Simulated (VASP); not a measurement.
Wanted: the native input for a VASP 6.6.1 run.

```
Task                   : single point
Functional             : PBEsol
Potentials or basis    : VASP PAW PBE potentials, release 64 (Cd, Te)
Cutoff                 : 520 eV
k mesh                 : 6 × 6 × 6
Occupations            : gaussian, width 0.01 eV
Spin                   : no spin polarisation
Dipole correction      : no
Further INCAR settings : ALGO = Normal; EDIFF = 1e-06; NBANDS = 16
```

The structure of CdTe lies in POSCAR:

```
CdTe
1.0
    3.1598818372      3.1598818372      0.0000000000
   -3.1598818372      3.1598818372      0.0000000000
    0.0000000000      3.1598818372      3.1598818372
Cd Te
1 1
Direct
    0.0000000000      0.0000000000      0.0000000000
    0.7500000000      0.2500000000      0.5000000000
```

One way to write it, as run:

INCAR

```
ALGO     = Normal         # electronic algorithm
EDIFF    = 1E-6           # SCF threshold, eV
ENCUT    = 520            # plane-wave cutoff, eV
GGA      = PS             # functional
ISIF     = 2              # what is computed and relaxed
ISMEAR   = 0              # smearing method
LASPH    = True           # aspherical terms in the spheres
LCHARG   = False          # write CHGCAR
LREAL    = False          # projectors in reciprocal space
LWAVE    = False          # write WAVECAR
NBANDS   = 16             # bands
NELM     = 100            # most SCF steps
PREC     = Accurate       # precision mode
SIGMA    = 0.01           # smearing width, eV
```

KPOINTS

```
k-points
0
Gamma
  6 6 6
```

Potentials or basis: VASP PAW PBE potentials, release 64 (Cd, Te).

Command:

```console
$ cat potpaw_PBE.64/Cd/POTCAR potpaw_PBE.64/Te/POTCAR > POTCAR
$ mpirun -np 1 vasp_std > vasp.out
```

Results of the run:

* Pressure: 4.2 GPa
* Band gap on the k mesh: 0.89 eV, direct

Caveat: the PAW data sets were made with another functional, which shifts forces and pressure a little; spin-orbit coupling is left out, which moves the levels of the heavy elements.

Wall time 18 s on 1 thread of Intel(R) Xeon(R) Platinum 8259CL CPU @ 2.50GHz (Skylake/Cascade Lake) (shared host), peak memory 0.2 GiB.
